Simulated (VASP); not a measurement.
Wanted: the native input for a VASP 6.6.1 run.

- Task: single point
- Functional: r2SCAN
- Potentials or basis: VASP PAW PBE potentials, release 64 (Zn)
- Cutoff: 520 eV
- k mesh: 11 × 11 × 6
- Occupations: fermi-dirac, width 0.05 eV
- Spin: no spin polarisation
- Dipole correction: no
- Further INCAR settings: ALGO = Normal; EDIFF = 1e-06; NBANDS = 19

Crystal: Zn.

```xyz
2
Lattice="2.6155 0.0000 0.0000 -1.3077 2.2651 0.0000 0.0000 0.0000 4.8646" Properties=species:S:1:pos:R:3 pbc="T T T"
Zn    1.3077    0.7550    3.6485
Zn    0.0000    1.5101    1.2162
```

The input as run:

POSCAR

```
Zn
1.0
    2.6154949103      0.0000000000      0.0000000000
   -1.3077474551      2.2650850358      0.0000000000
    0.0000000000      0.0000000000      4.8646246159
Zn
2
Direct
    0.6666666667      0.3333333333      0.7500000000
    0.3333333333      0.6666666667      0.2500000000
```

INCAR.step1

```
SYSTEM = Zn
PREC = Accurate
ENCUT = 520
ISMEAR = -1
SIGMA = 0.05
LREAL = .FALSE.
LASPH = .TRUE.
NELM = 60
NBANDS = 19
GGA = PE
ALGO = Normal
EDIFF = 1E-4
LWAVE = .TRUE.
LCHARG = .FALSE.
```

INCAR.step2

```
SYSTEM = Zn
PREC = Accurate
ENCUT = 520
EDIFF = 1E-6
ISMEAR = -1
SIGMA = 0.05
LREAL = .FALSE.
LASPH = .TRUE.
NELM = 60
ALGO = Normal
ISIF = 2
LWAVE = .FALSE.
LCHARG = .FALSE.
METAGGA = R2SCAN
LMIXTAU = .TRUE.
NBANDS = 19
ISTART = 1
```

KPOINTS

```
Automatic mesh
0
G
  11 11 6
  0 0 0
```

Potentials or basis: VASP PAW PBE potentials, release 64 (Zn).

Command:

```console
$ cat potpaw_PBE.64/Zn/POTCAR > POTCAR
$ cp INCAR.step1 INCAR
$ mpirun -np 1 vasp_std > vasp.out
$ cp INCAR.step2 INCAR
$ mpirun -np 1 vasp_std > vasp.out
```

It gave:

```json
{"Pressure": "0.6 GPa", "Band gap on the k mesh": "zero (bands 12 and 13 overlap by 4.87 eV)"}
```

Caveat: the PAW data sets were made with another functional, which shifts forces and pressure a little.

Run time: 2.7 min on 1 thread of Intel Xeon 8259CL (shared host), peak memory 0.16 GiB.
